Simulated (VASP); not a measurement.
Set up this calculation in VASP 6.6.1, as the native input.

```yaml
Task: single point
Functional: LDA
Potentials_or_basis: VASP PAW LDA potentials, release 64 (Ba_sv, O)
Cutoff: 600 eV
k_mesh: 8 × 8 × 8
Occupations: gaussian, width 0.01 eV
Spin: no spin polarisation
Dipole_correction: no
Further_INCAR_settings: ALGO = Normal; EDIFF = 1e-06; NBANDS = 15
```

The structure of BaO (lda) lies in POSCAR:

```
BaO
1.0
    0.0000000000      2.7170796843      2.7170796843
    2.7170796843      0.0000000000      2.7170796843
    2.7170796843      2.7170796843      0.0000000000
Ba O
1 1
Direct
    0.0000000000      0.0000000000      0.0000000000
    0.5000000000      0.5000000000      0.5000000000
```

The input as run:

INCAR

```
SYSTEM = BaO
PREC     = Accurate       ! precision mode
ENCUT    = 600            ! plane-wave cutoff, eV
EDIFF    = 1E-6           ! SCF threshold, eV
ISMEAR   = 0              ! smearing method
SIGMA    = 0.01           ! smearing width, eV
LREAL    = .FALSE.        ! projectors in reciprocal space
LASPH    = .TRUE.         ! aspherical terms in the spheres
NELM     = 120            ! most SCF steps
ALGO     = Normal         ! electronic algorithm
ISIF     = 2              ! what is computed and relaxed
LWAVE    = .FALSE.        ! write WAVECAR
LCHARG   = .TRUE.         ! write CHGCAR
GGA      = CA             ! functional
LELF     = .TRUE.         ! ELF
LVHAR    = .TRUE.       
NBANDS   = 15             ! bands
GGA_COMPAT= .FALSE.
```

KPOINTS

```
regular mesh
0
G
  8 8 8
  0 0 0
```

Potentials or basis: VASP PAW LDA potentials, release 64 (Ba_sv, O).

Command:

```bash
$ cat potpaw_LDA.64/Ba_sv/POTCAR potpaw_LDA.64/O/POTCAR > POTCAR
$ mpirun -np 1 vasp_std > vasp.out
```

Results of the run:

```
Pressure               : 2.2 GPa
Band gap on the k mesh : 1.60 eV, direct
```

Caveat: spin-orbit coupling is left out, which moves the levels of the heavy elements.

Run time: 8.5 s on 1 thread of Intel(R) Xeon(R) 6975P-C (Granite Rapids), on a shared host, peak memory 0.16 GiB.
